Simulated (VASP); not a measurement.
Runs of VASP 6.6.1 on Na3OsRu. The structure is that of space group P6/mmm (No. 191), or close to it. The cells are those of the table. 

| task | spin | cell | k mesh | cutoff (eV) | gap on the mesh (eV) | pressure (GPa) |
| --- | --- | --- | --- | --- | --- | --- |
| single point | off | a = 5.153, b = 5.153, c = 4.171 Å, angles 90.0, 90.0, 120.0°, 5 atoms | 6 × 6 × 4 | 520 | none | 35.8 |
| relaxation of cell and atoms | off | relaxed from a = 5.153, b = 5.153, c = 4.171 Å, angles 90.0, 90.0, 120.0°, 5 atoms | 6 × 6 × 4 | 600 | none | 0.0 |
| single point | collinear, ferromagnetic start | a = 6.162, b = 6.162, c = 4.538 Å, angles 90.0, 90.0, 120.0°, 5 atoms | 3 × 3 × 4 | 520 | none | (a) |
| single point | off | a = 6.162, b = 6.162, c = 4.538 Å, angles 90.0, 90.0, 120.0°, 5 atoms | 6 × 6 × 4 | 520 | none | 0.1 |

Alike in all rows: level PBE; potentials or basis VASP PAW PBE potentials, release 64 (Na_pv, Ru_pv, Os); smearing gaussian 0.1 eV.

Question: Estimate the missing entries.

Answer: (a) 0.6.

Caveats: some runs use coarse meshes; spin-orbit coupling is left out, which moves the levels of the heavy elements.

A k mesh can miss the band edges, and the runs leave out spin-orbit coupling on Os, Ru.

A gap of «none» marks levels without a gap at the run's occupations.
